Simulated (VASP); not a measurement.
Al3GaN4, 8 atoms in the cell. The structure is tetragonal, space group P-42m (No. 111). The conventional cell has a = 4.049 Å, b = 4.049 Å, c = 4.225 Å, α = 90.00°, β = 90.00°, γ = 90.00°. Al (site symmetry -42m) has 4 N at 1.77 Å within 2.3 Å. Within 2.3 Å of Al (site symmetry 222) lie 4 N at 1.77 Å. Within 2.4 Å of Ga (site symmetry -42m) lie 4 N at 1.82 Å. Within 2.3 Å of N (site symmetry m) lie 3 Al at 1.77 Å and 1 Ga at 1.82 Å.  This cell differs from its parent crystal: strain -0.080 along x and y, -0.040 along z.

| Item | Value |
| --- | --- |
| Program | VASP 6.6.1 |
| Task | single point |
| Functional | r2SCAN |
| Potentials or basis | VASP PAW PBE potentials, release 64 (Al, Ga_d, N) |
| Cutoff | 520 eV |
| k mesh | 6 × 6 × 6 |
| Occupations | gaussian, width 0.05 eV |
| Spin | no spin polarisation |
| Dipole correction | no |
| Further INCAR settings | ALGO = Normal; EDIFF = 1e-07; NBANDS = 31 |

Potentials or basis: VASP PAW PBE potentials, release 64 (Al, Ga_d, N).

The run is started by

```console
$ cat potpaw_PBE.64/Al/POTCAR potpaw_PBE.64/Ga_d/POTCAR potpaw_PBE.64/N/POTCAR > POTCAR
$ cp INCAR.step1 INCAR
$ mpirun -np 1 vasp_std > vasp.out
$ cp INCAR.step2 INCAR
$ mpirun -np 1 vasp_std > vasp.out
```

Hardware: 1 thread of Intel(R) Xeon(R) Platinum 8488C (Sapphire Rapids) (shared host).

Task: How long does it take, and how much memory?

Result: Wall time 4.8 min on 1 thread of Intel(R) Xeon(R) Platinum 8488C (Sapphire Rapids), on a shared host, peak memory 0.22 GiB. Counts: k points 40.
